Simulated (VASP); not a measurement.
# PtSe2 in VASP: single point with PBE

Aim: the single point of PtSe2 with PBE.

Everything below comes from runs of VASP 6.6.1. Logs are shortened: lines on timing, memory, paths and dates and some standing lists are left out, and cuts for length are marked.

## Step 1: The cell of the first run

The cell holds a slab with vacuum, 12 atoms: a = 3.754 Å, b = 3.754 Å, c = 60.061 Å, α = 90.00°, β = 90.00°, γ = 120.00°.

## Step 2: Single point, PBE

File INCAR:

```
SYSTEM = PtSe2
  ALGO = Normal
  DIPOL = 0.5 0.5 0.500
  EDIFF = 1E-6
  ENCUT = 520
  GGA = PE
  IDIPOL = 3
  ISIF = 2
  ISMEAR = 0
  LASPH = .True.
  LCHARG = .True.
  LDIPOL = .True.
  LELF = .True.
  LREAL = .False.
  LVACPOTAV = .True.
  LVHAR = .True.
  LWAVE = .False.
  NBANDS = 56
  NELM = 100
  PREC = Accurate
  SIGMA = 0.1
```

File KPOINTS:

```
k-points
0
Gamma
  12 12 1
  0 0 0
```

File POSCAR:

```
PtSe2
1.0
    3.7540632127      0.0000000000      0.0000000000
   -1.8770316063      3.2511141096      0.0000000000
    0.0000000000      0.0000000000     60.0613416738
Se Pt
8 4
Direct
    0.6666666667      0.3333333333      0.3565263321
    0.3333333333      0.6666666667      0.3996315086
    0.6666666667      0.3333333333      0.4380673558
    0.3333333333      0.6666666667      0.4809991998
    0.6666666667      0.3333333333      0.5190008002
    0.3333333333      0.6666666667      0.5619326442
    0.6666666667      0.3333333333      0.6003684914
    0.3333333333      0.6666666667      0.6434736679
    0.0000000000      0.0000000000      0.3783553049
    0.0000000000      0.0000000000      0.4595325872
    0.0000000000      0.0000000000      0.5404674128
    0.0000000000      0.0000000000      0.6216446951
```

Potentials or basis: VASP PAW PBE potentials, release 64 (Se, Pt).

Run with:

```sh
cat potpaw_PBE.64/Se/POTCAR potpaw_PBE.64/Pt/POTCAR > POTCAR
mpirun -np 1 vasp_std > vasp.out
```

OUTCAR:

```text
SYSTEM = PtSe2
   EDIFF = 1E-6
   ENCUT = 520
   GGA = PE
   ISIF = 2
   ISMEAR = 0
   LASPH = .True.
   LREAL = .False.
   NELM = 100
   PREC = Accurate

 ion  position               nearest neighbor table
   1  0.667  0.333  0.357-   9 2.53   9 2.53   9 2.53
   2  0.333  0.667  0.400-   9 2.52   9 2.52   9 2.52
   3  0.667  0.333  0.438-  10 2.52  10 2.52  10 2.52
   4  0.333  0.667  0.481-  10 2.52  10 2.52  10 2.52
   5  0.667  0.333  0.519-  11 2.52  11 2.52  11 2.52
   6  0.333  0.667  0.562-  11 2.52  11 2.52  11 2.52
   7  0.667  0.333  0.600-  12 2.52  12 2.52  12 2.52
   8  0.333  0.667  0.643-  12 2.53  12 2.53  12 2.53
   9  0.000  0.000  0.378-   2 2.52   2 2.52   2 2.52   1 2.53   1 2.53   1 2.53
  10  0.000  0.000  0.460-   3 2.52   3 2.52   3 2.52   4 2.52   4 2.52   4 2.52
  11  0.000  0.000  0.540-   6 2.52   6 2.52   6 2.52   5 2.52   5 2.52   5 2.52
  12  0.000  0.000  0.622-   7 2.52   7 2.52   7 2.52   8 2.53   8 2.53   8 2.53

  LATTYP: Found a hexagonal cell.
 ALAT       =     3.7540632127
 C/A-ratio  =    15.9990224647

  Lattice vectors:

 A1 = (   3.7540632127,   0.0000000000,   0.0000000000)
 A2 = (  -1.8770316063,   3.2511141096,   0.0000000000)
 A3 = (   0.0000000000,   0.0000000000,  60.0613416738)

Analysis of symmetry for initial positions (statically):
=====================================================================
 Subroutine PRICEL returns:
 Original cell was already a primitive cell.

 Routine SETGRP: Setting up the symmetry group for a
 hexagonal supercell.

 Subroutine GETGRP returns: Found 12 space group operations
 (whereof 12 operations were pure point group operations)
 out of a pool of 24 trial point group operations.

The static configuration has the point symmetry D_3d.

Analysis of symmetry for dynamics (positions and initial velocities):
=====================================================================
 Subroutine PRICEL returns:
 Original cell was already a primitive cell.

 Routine SETGRP: Setting up the symmetry group for a
 hexagonal supercell.

 Subroutine GETGRP returns: Found 12 space group operations
 (whereof 12 operations were pure point group operations)
 out of a pool of 24 trial point group operations.

The dynamic configuration has the point symmetry D_3d.

 Subroutine INISYM returns: Found 12 space group operations
 (whereof 12 operations are pure point group operations),
 and found     1 'primitive' translations

----------------------------------------------------------------------------------------

                                     Primitive cell

  volume of cell :     733.0419

  direct lattice vectors                    reciprocal lattice vectors
     3.754063213  0.000000000  0.000000000     0.266378040  0.153793433  0.000000000
    -1.877031606  3.251114110  0.000000000     0.000000000  0.307586866  0.000000000
     0.000000000  0.000000000 60.061341674     0.000000000  0.000000000  0.016649645

  length of vectors
     3.754063213  3.754063213 60.061341674     0.307586866  0.307586866  0.016649645

  position of ions in fractional coordinates (direct lattice)
     0.666666667  0.333333333  0.356526332
     0.333333333  0.666666667  0.399631509
     0.666666667  0.333333333  0.438067356
     0.333333333  0.666666667  0.480999200
     0.666666667  0.333333333  0.519000800
     0.333333333  0.666666667  0.561932644
     0.666666667  0.333333333  0.600368491
     0.333333333  0.666666667  0.643473668
     0.000000000  0.000000000  0.378355305
     0.000000000  0.000000000  0.459532587
     0.000000000  0.000000000  0.540467413
     0.000000000  0.000000000  0.621644695

  ion indices of the primitive-cell ions
   primitive index   ion index
                 1           1
                 2           2
                 3           3
                 4           4
                 5           5
                 6           6
                 7           7
                 8           8
                 9           9
                10          10
                11          11
                12          12

----------------------------------------------------------------------------------------

 KPOINTS: k-points

Automatic generation of k-mesh.
 Grid dimensions read from file:
 generate k-points for:   12   12    1

 Generating k-lattice:

  Cartesian coordinates                     Fractional coordinates (reciprocal lattice)
     0.022198170  0.012816119  0.000000000     0.083333333  0.000000000  0.000000000
     0.000000000  0.025632239  0.000000000     0.000000000  0.083333333  0.000000000
     0.000000000  0.000000000  0.016649645     0.000000000  0.000000000  1.000000000

  Length of vectors
     0.025632239  0.025632239  0.016649645

  Shift w.r.t. Gamma in fractional coordinates (k-lattice)
     0.000000000  0.000000000  0.000000000

 Subroutine IBZKPT returns following result:
 ===========================================

 Found     19 irreducible k-points:

 Following reciprocal coordinates:
            Coordinates               Weight
  0.000000  0.000000  0.000000      1.000000
  0.083333 -0.000000  0.000000      6.000000
  0.166667 -0.000000  0.000000      6.000000
  0.250000  0.000000  0.000000      6.000000
  0.333333  0.000000  0.000000      6.000000
  0.416667 -0.000000  0.000000      6.000000
[... 11 lines left out ...]
  0.333333  0.250000  0.000000     12.000000
  0.333333  0.333333  0.000000      2.000000
   k-points           NKPTS =     19   k-points in BZ     NKDIM =     19   number of bands    NBANDS=     56
   number of dos      NEDOS =    301   number of ions     NIONS =     12
   total plane-waves  NPLWV = 351232
   dimension x,y,z NGX =    28 NGY =   28 NGZ =  448
   dimension x,y,z NGXF=    56 NGYF=   56 NGZF=  896
   ions per type =               8   4
   NGX,Y,Z   is equivalent  to a cutoff of  12.40, 12.40, 12.40 a.u.
   NGXF,Y,Z  is equivalent  to a cutoff of  24.80, 24.80, 24.80 a.u.
 SYSTEM =  PtSe2
   PREC   = accura    normal or accurate (medium, high low for compatibility)
   ISTART =      0    job   : 0-new  1-cont  2-samecut
   ICHARG =      2    charge: 1-file 2-atom 10-const
   ISPIN  =      1    spin polarized calculation?
   LNONCOLLINEAR =      F non collinear calculations
   LSORBIT =      F    spin-orbit coupling
   LASPH  =      T    aspherical Exc in radial PAW
   ENCUT  =  520.0 eV  38.22 Ry    6.18 a.u.   6.98  6.98111.67*2*pi/ulx,y,z
   NELM   =    100;   NELMIN=  2; NELMDL= -5     # of ELM steps
   EDIFF  = 0.1E-05   stopping-criterion for ELM
   LREAL  =      F    real-space projection
   EDIFFG = 0.1E-04   stopping-criterion for IOM
   NSW    =      0    number of steps for IOM
   IBRION =     -1    ionic relax: 0-MD 1-quasi-New 2-CG
   NFREE  =      0    steps in history (QN), initial steepest desc. (CG)
   ISIF   =      2    stress and relaxation
   ISYM   =      2    0-nonsym 1-usesym 2-fastsym
   POTIM  = 0.5000    time-step for ionic-motion
   TEBEG  =    0.0;   TEEND  =   0.0 temperature during run
   PSTRESS=    0.0 pullay stress
   NELECT =      88.0000    total number of electrons
   NUPDOWN=      -1.0000    fix difference up-down
   EMIN   =  10.00;   EMAX   =-10.00  energy-range for DOS
   EFERMI =   0.00;   METHOD = LEGACY
   ISMEAR =     0;   SIGMA  =   0.10  broadening in eV -4-tet -1-fermi 0-gaus
   EFERMI_NEDOS =   21; number of points for ismear=-14 and -15
   IALGO  =     38    algorithm
   IMIX   =      4    mixing-type and parameters
     AMIX     =   0.40;   BMIX     =  1.00
     AMIX_MAG =   1.60;   BMIX_MAG =  1.00
  volume/ion in A,a.u.               =      61.09       412.23
  Fermi-wavevector in a.u.,A,eV,Ry     =   0.807593  1.526130  8.873817  0.652207
  Thomas-Fermi vector in A             =   1.916242
   LORBIT       =      0    0 simple, 1 ext, 2 COOP (PROOUT), +10 PAW based schemes
   GGA     = PE    functional components
   LHFCALC =     F    Hartree Fock is set to
   AEXX    =    0.0000 exact exchange contribution
   IVDW    =     0    specifies the selected vdW correction
   LEPSILON=     F    determine dielectric tensor
   LRPA    =     F    only Hartree local field effects (RPA)
 non-spin polarized calculation
 Gauss-broadening in eV      SIGMA  =   0.10
  energy-cutoff  :      520.00
  volume of cell :      733.04
 maximum number of plane-waves:     19817
 NGX is ok and might be reduce to    28
   NGX = 13   NGY = 13   NGZ =223

 dipolmoment           0.000000      0.000000      0.000000 electrons x Angstroem

 number of electron      87.9999988 magnetization

 dipolmoment           0.000000      0.000000     -0.000000 electrons x Angstroem

 Free energy of the ion-electron system (eV)
  ---------------------------------------------------
  ext. energy  EPLUGINS =         0.00000000
  ---------------------------------------------------
  free energy    TOTEN  =       -56.88556478 eV

  energy without entropy =      -56.87247556  energy(sigma->0) =      -56.87902017

 E-fermi :  -0.9987     XC(G=0):  -3.7779

 val. band max:       -1.0966827031   @ k =   0.1667  -0.0000   0.0000
 cond. band min:      -0.9430505587   @ k =   0.2500   0.0000   0.0000
 fundamental gap:      0.1536321444
 Fermi energy:        -0.9987163266

 k-point     1 :       0.0000    0.0000    0.0000
  band No.  band energies     occupation
      1     -16.6637      2.00000
      2     -16.4307      2.00000
      3     -16.1265      2.00000
      4     -15.8690      2.00000
      5     -14.9696      2.00000
      6     -14.4856      2.00000
[... 1110 lines left out ...]
     55       4.5020      0.00000
     56       5.2195      0.00000

------------------------ aborting loop because EDIFF is reached ----------------------------------------

 vacuum level on the upper side and lower side of the slab       (xc-potential included)        -0.172        -0.172

  FORCE on cell =-STRESS in cart. coord.  units (eV):
  Direction    XX          YY          ZZ          XY          YZ          ZX
  --------------------------------------------------------------------------------------
  -------------------------------------------------------------------------------------
  Total        5.2344974      5.2344974      4.4806073      0.0000000      0.0000000     -0.0000000
  in kB       11.4408094     11.4408094      9.7930651      0.0000000      0.0000000     -0.0000000
  external PRESSURE =      10.8915613 kB  Pullay stress =       0.0000000 kB

 VOLUME and BASIS-vectors are now :
 -----------------------------------------------------------------------------
  energy-cutoff  :      520.00
  volume of cell :      733.04
      direct lattice vectors                 reciprocal lattice vectors
     3.754063213  0.000000000  0.000000000     0.266378040  0.153793433  0.000000000
    -1.877031606  3.251114110  0.000000000     0.000000000  0.307586866  0.000000000
     0.000000000  0.000000000 60.061341674     0.000000000  0.000000000  0.016649645

 POSITION                                       TOTAL-FORCE (eV/Angst)
 -----------------------------------------------------------------------------------
      1.87703      1.08370     21.41345         0.000000      0.000000     -0.114989
     -0.00000      2.16741     24.00240        -0.000000     -0.000000     -0.061464
      1.87703      1.08370     26.31091        -0.000000     -0.000000      0.007371
     -0.00000      2.16741     28.88946        -0.000000      0.000000     -0.017907
      1.87703      1.08370     31.17188        -0.000000     -0.000000      0.017907
     -0.00000      2.16741     33.75043         0.000000      0.000000     -0.007371
      1.87703      1.08370     36.05894         0.000000      0.000000      0.061464
     -0.00000      2.16741     38.64789        -0.000000     -0.000000      0.114989
      0.00000      0.00000     22.72453         0.000000      0.000000     -0.123180
      0.00000      0.00000     27.60014         0.000000     -0.000000     -0.004797
      0.00000      0.00000     32.46120         0.000000      0.000000      0.004797
      0.00000      0.00000     37.33681         0.000000      0.000000      0.123180
 -----------------------------------------------------------------------------------
    total drift:                                0.000000      0.000000      0.000000

  FREE ENERGIE OF THE ION-ELECTRON SYSTEM (eV)
  ---------------------------------------------------
  free  energy   TOTEN  =       -56.8855647817 eV

  energy  without entropy=      -56.8724755629  energy(sigma->0) =      -56.87902017

 vacuum level on the upper side and lower side of the slab         3.721         3.721
```

Wall time 36 min (1 thread of Oxide Virtual Turin-like, shared host); peak memory 1 GiB.

What came out:

```
Free energy                     : -56.8856 eV
Largest force                   : 0.123 eV/Å
Band gap on the k mesh          : zero (bands 44 and 45 overlap by 0.24 eV)
Work function of the upper face : 4.72 eV
Work function of the lower face : 4.72 eV
```

Forces in eV/Å, atoms in the order of the input:
```
Se   0.000  0.000 -0.115
Se   0.000  0.000 -0.061
Se   0.000  0.000  0.007
Se   0.000  0.000 -0.018
Se   0.000  0.000  0.018
Se   0.000  0.000 -0.007
Se   0.000  0.000  0.061
Se   0.000  0.000  0.115
Pt   0.000  0.000 -0.123
Pt   0.000  0.000 -0.005
Pt   0.000  0.000  0.005
Pt   0.000  0.000  0.123
```

Caveat: spin-orbit coupling is left out, which moves the levels of the heavy elements.

The gap in the log of VASP goes by the Fermi energy; the results here count the filled bands.